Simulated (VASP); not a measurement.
# InSe (C2/m) in VASP: further runs, part 2 of 2

VASP 6.6.1. Earlier steps stand in the parts before.

### Step 3. Electric field gradients, PBE (25.81 Å³/atom)

This run uses another cell than the first one, of 25.81 Å³/atom.

Contents of INCAR:

```
PREC = Accurate
ENCUT = 520
EDIFF = 1E-8
ISMEAR = -1
SIGMA = 0.02
LREAL = False
LASPH = True
NELM = 80
ALGO = Normal
ISIF = 2
LWAVE = False
LCHARG = False
GGA = PE
LEFG = True
NBANDS = 27
```

Contents of KPOINTS:

```
Automatic mesh
0
Gamma
  7 7 6
```

Contents of POSCAR:

```
InSe
1.0
    5.8482774374     -2.0481270390      0.0000000000
    5.8482774374      2.0481270390      0.0000000000
   -1.5940664399      0.0000000000      4.3091959091
In Se
2 2
Direct
    0.8840000000      0.8840000000      0.0050000000
    0.1160000000      0.1160000000      0.9950000000
    0.6600000000      0.6600000000      0.6420000000
    0.3400000000      0.3400000000      0.3580000000
```

Potentials or basis: VASP PAW PBE potentials, release 64 (In_d, Se).

The run is started by

```bash
$ cat potpaw_PBE.64/In_d/POTCAR potpaw_PBE.64/Se/POTCAR > POTCAR
$ mpirun -np 1 vasp_std > vasp.out
```

OUTCAR:

```text
PREC = Accurate
   ENCUT = 520
   EDIFF = 1E-8
   ISMEAR = -1
   LREAL = False
   LASPH = True
   NELM = 80
   ISIF = 2
   GGA = PE

 ion  position               nearest neighbor table
   1  0.884  0.884  0.005-   3 2.57   2 2.73   4 2.77   4 2.77   2 3.73   2 3.73
   2  0.116  0.116  0.995-   4 2.57   1 2.73   3 2.77   3 2.77   1 3.73   1 3.73
   3  0.660  0.660  0.642-   1 2.57   2 2.77   2 2.77
   4  0.340  0.340  0.358-   2 2.57   1 2.77   1 2.77

  LATTYP: Found a base centered monoclinic cell.
 ALAT       =    11.6965548748
 B/A-ratio  =     0.3502103074
 C/A-ratio  =     0.3928152938
 COS(beta)  =    -0.3469445484

  Lattice vectors:

 A1 = (   5.8482774374,  -2.0481270390,   0.0000000000)
 A2 = (   5.8482774374,   2.0481270390,   0.0000000000)
 A3 = (  -1.5940664399,   0.0000000000,   4.3091959091)

Analysis of symmetry for initial positions (statically):
=====================================================================
 Subroutine PRICEL returns:
 Original cell was already a primitive cell.

 Routine SETGRP: Setting up the symmetry group for a
 base centered monoclinic supercell.

 Subroutine GETGRP returns: Found  4 space group operations
 (whereof  4 operations were pure point group operations)
 out of a pool of  4 trial point group operations.

The static configuration has the point symmetry C_2h.

Analysis of symmetry for dynamics (positions and initial velocities):
=====================================================================
 Subroutine PRICEL returns:
 Original cell was already a primitive cell.

 Routine SETGRP: Setting up the symmetry group for a
 base centered monoclinic supercell.

 Subroutine GETGRP returns: Found  4 space group operations
 (whereof  4 operations were pure point group operations)
 out of a pool of  4 trial point group operations.

The dynamic configuration has the point symmetry C_2h.

 Subroutine INISYM returns: Found  4 space group operations
 (whereof  4 operations are pure point group operations),
 and found     1 'primitive' translations

----------------------------------------------------------------------------------------

                                     Primitive cell

  volume of cell :     103.2312

  direct lattice vectors                    reciprocal lattice vectors
     5.848277437 -2.048127039  0.000000000     0.085495260 -0.244125482  0.031626579
     5.848277437  2.048127039  0.000000000     0.085495260  0.244125482  0.031626579
    -1.594066440  0.000000000  4.309195909     0.000000000  0.000000000  0.232061856

  length of vectors
     6.196545276  6.196545276  4.594585639     0.260589583  0.260589583  0.232061856

  position of ions in fractional coordinates (direct lattice)
     0.884000000  0.884000000  0.005000000
     0.116000000  0.116000000  0.995000000
     0.660000000  0.660000000  0.642000000
     0.340000000  0.340000000  0.358000000

  ion indices of the primitive-cell ions
   primitive index   ion index
                 1           1
                 2           2
[... 87 lines left out ...]
   EMIN   =  10.00;   EMAX   =-10.00  energy-range for DOS
   EFERMI =   0.00;   METHOD = LEGACY
   ISMEAR =    -1;   SIGMA  =   0.02  broadening in eV -4-tet -1-fermi 0-gaus
   EFERMI_NEDOS =   21; number of points for ismear=-14 and -15
   IALGO  =     38    algorithm
   IMIX   =      4    mixing-type and parameters
     AMIX     =   0.40;   BMIX     =  1.00
     AMIX_MAG =   1.60;   BMIX_MAG =  1.00
  volume/ion in A,a.u.               =      25.81       174.16
  Fermi-wavevector in a.u.,A,eV,Ry     =   1.173273  2.217164 18.729359  1.376569
  Thomas-Fermi vector in A             =   2.309688
   LORBIT       =      0    0 simple, 1 ext, 2 COOP (PROOUT), +10 PAW based schemes
   GGA     = PE    functional components
   LHFCALC =     F    Hartree Fock is set to
   AEXX    =    0.0000 exact exchange contribution
   IVDW    =     0    specifies the selected vdW correction
   LEPSILON=     F    determine dielectric tensor
   LRPA    =     F    only Hartree local field effects (RPA)
 non-spin polarized calculation
  energy-cutoff  :      520.00
  volume of cell :      103.23
 maximum number of plane-waves:      2808
 NGX is ok and might be reduce to    48
   NGX = 23   NGY = 23   NGZ = 17

 number of electron      38.0000002 magnetization

 Free energy of the ion-electron system (eV)
  ---------------------------------------------------
  ext. energy  EPLUGINS =         0.00000000
  ---------------------------------------------------
  free energy    TOTEN  =       -13.86785472 eV

  energy without entropy =      -13.86785472  energy(sigma->0) =      -13.86785472

 E-fermi :   5.4096     XC(G=0):  -9.6272

 val. band max:        5.0339194795   @ k =  -0.2857  -0.2857   0.3333
 cond. band min:       6.0019054309   @ k =   0.4286   0.4286   0.0000
 fundamental gap:      0.9679859514
 Fermi energy:         5.4096052162

 k-point     1 :       0.0000    0.0000    0.0000
  band No.  band energies     occupation
      1      -9.6955      2.00000
      2      -9.6512      2.00000
      3      -9.3465      2.00000
      4      -9.3308      2.00000
      5      -9.2886      2.00000
      6      -9.2843      2.00000
[... 709 lines left out ...]
     26      11.6881      0.00000
     27      12.7250      0.00000

 [... further k-points ...]

------------------------ aborting loop because EDIFF is reached ----------------------------------------

  FORCE on cell =-STRESS in cart. coord.  units (eV):
  Direction    XX          YY          ZZ          XY          YZ          ZX
  --------------------------------------------------------------------------------------
  -------------------------------------------------------------------------------------
  Total        4.0198179      1.2205411      1.7867013      0.0000000      0.0000000      1.5872154
  in kB       62.3886908     18.9431365     27.7301004      0.0000000      0.0000000     24.6340244
  external PRESSURE =      36.3539759 kB  Pullay stress =       0.0000000 kB

 VOLUME and BASIS-vectors are now :
 -----------------------------------------------------------------------------
  energy-cutoff  :      520.00
  volume of cell :      103.23
      direct lattice vectors                 reciprocal lattice vectors
     5.848277437 -2.048127039  0.000000000     0.085495260 -0.244125482  0.031626579
     5.848277437  2.048127039  0.000000000     0.085495260  0.244125482  0.031626579
    -1.594066440  0.000000000  4.309195909     0.000000000  0.000000000  0.232061856

 POSITION                                       TOTAL-FORCE (eV/Angst)
 -----------------------------------------------------------------------------------
     10.33178      0.00000      0.02155        -0.070932      0.000000      0.532047
     -0.22930      0.00000      4.28765         0.070932      0.000000     -0.532047
      6.69634      0.00000      2.76650        -0.795169      0.000000     -0.231451
      3.40615      0.00000      1.54269         0.795169      0.000000      0.231451
 -----------------------------------------------------------------------------------
    total drift:                               -0.000000     -0.000000      0.000000

  FREE ENERGIE OF THE ION-ELECTRON SYSTEM (eV)
  ---------------------------------------------------
  free  energy   TOTEN  =       -13.8678547184 eV

  energy  without entropy=      -13.8678547183  energy(sigma->0) =      -13.86785472

 Electric field gradients (V/A^2)
---------------------------------------------------------------------
 ion       V_xx      V_yy      V_zz      V_xy      V_xz      V_yz
---------------------------------------------------------------------
   1    -180.914   100.264    80.650    -0.000   -45.991    -0.000
   2    -180.914   100.264    80.650    -0.000   -45.991    -0.000
   3      70.222   -23.692   -46.530     0.000    17.852     0.000
   4      70.222   -23.692   -46.530    -0.000    17.852     0.000
---------------------------------------------------------------------

 Electric field gradients after diagonalization (V/A^2)
 (convention: |V_zz| > |V_xx| > |V_yy|)
----------------------------------------------------------------------
 ion       V_xx      V_yy      V_zz     asymmetry (V_yy - V_xx)/ V_zz
----------------------------------------------------------------------
   1     100.264    88.501  -188.765       0.062
   2     100.264    88.501  -188.765       0.062
   3     -49.199   -23.692    72.891       0.350
   4     -49.199   -23.692    72.891       0.350
----------------------------------------------------------------------

           NMR quadrupolar parameters

 Cq : quadrupolar parameter    Cq=e*Q*V_zz/h
 eta: asymmetry parameters     (V_yy - V_xx)/ V_zz
 Q  : nuclear electric quadrupole moment in mb (millibarn)
----------------------------------------------------------------------
 ion       Cq(MHz)       eta       Q (mb)
----------------------------------------------------------------------
   1      -0.456       0.062       1.000
   2      -0.456       0.062       1.000
   3       0.176       0.350       1.000
   4       0.176       0.350       1.000
----------------------------------------------------------------------
```

OSZICAR:

```text
N       E                     dE             d eps       ncg     rms          rms(c)
DAV:   1     0.336865719631E+03    0.33687E+03   -0.17610E+04  4760   0.162E+03
DAV:   2     0.254223276888E+02   -0.31144E+03   -0.30182E+03  4792   0.397E+02
DAV:   3    -0.126544907409E+02   -0.38077E+02   -0.37458E+02  5963   0.145E+02
DAV:   4    -0.143007905181E+02   -0.16463E+01   -0.16409E+01  5732   0.302E+01
DAV:   5    -0.143520330396E+02   -0.51243E-01   -0.51235E-01  6948   0.550E+00    0.652E+00
DAV:   6    -0.138878841428E+02    0.46415E+00   -0.87426E-01  6828   0.154E+01    0.395E+00
DAV:   7    -0.138684912408E+02    0.19393E-01   -0.36926E-01  7291   0.459E+00    0.121E+00
DAV:   8    -0.138671638452E+02    0.13274E-02   -0.42730E-02  6951   0.227E+00    0.563E-01
DAV:   9    -0.138678061177E+02   -0.64227E-03   -0.56559E-03  6719   0.778E-01    0.193E-01
DAV:  10    -0.138678165484E+02   -0.10431E-04   -0.48682E-04  5880   0.168E-01    0.109E-01
DAV:  11    -0.138678592047E+02   -0.42656E-04   -0.18513E-04  6021   0.136E-01    0.337E-02
DAV:  12    -0.138678542305E+02    0.49742E-05   -0.25337E-05  5945   0.433E-02    0.189E-02
DAV:  13    -0.138678546129E+02   -0.38244E-06   -0.45349E-06  6879   0.126E-02    0.111E-02
DAV:  14    -0.138678548820E+02   -0.26911E-06   -0.13513E-06  5205   0.123E-02    0.351E-03
DAV:  15    -0.138678547319E+02    0.15017E-06   -0.14575E-07  5371   0.289E-03    0.689E-04
DAV:  16    -0.138678547103E+02    0.21574E-07   -0.11862E-08  4482   0.687E-04    0.352E-04
DAV:  17    -0.138678547184E+02   -0.80659E-08   -0.27237E-09  2835   0.390E-04
   1 F= -.13867855E+02 E0= -.13867855E+02  d E =-.375389E-10
```

It took 2.6 min on 1 thread of Intel Xeon 6975P-C (Granite Rapids), shared host; peak memory 0.41 GiB.

What came out:

```yaml
Free_energy: -13.8679 eV
Pressure: 3.6 GPa
Largest_force: 0.828 eV/Å
Band_gap_on_the_k_mesh: 0.97 eV (least direct gap 1.36 eV)
Largest_electric_field_gradient_by_atom: In -188.8; Se +72.9 V/Å²
```

Forces on the atoms (eV/Å):
```
In  -0.071  0.000  0.532
In   0.071  0.000 -0.532
Se  -0.795  0.000 -0.231
Se   0.795  0.000  0.231
```

Electric field gradients, principal values (V/Å²):
```
atom    least   middle  greatest (by size)
1 In   88.501  100.264            -188.765
2 In   88.501  100.264            -188.765
3 Se  -23.692  -49.199              72.891
4 Se  -23.692  -49.199              72.891
```

Caveat: the cell stands under pressure; without QUAD_EFG the Cq values of the log hold for a quadrupole moment of 1 mb, not for the nuclei; spin-orbit coupling is left out, which moves the levels of the heavy elements; an odd mesh through Γ misses points on the zone boundary, where band edges can lie.
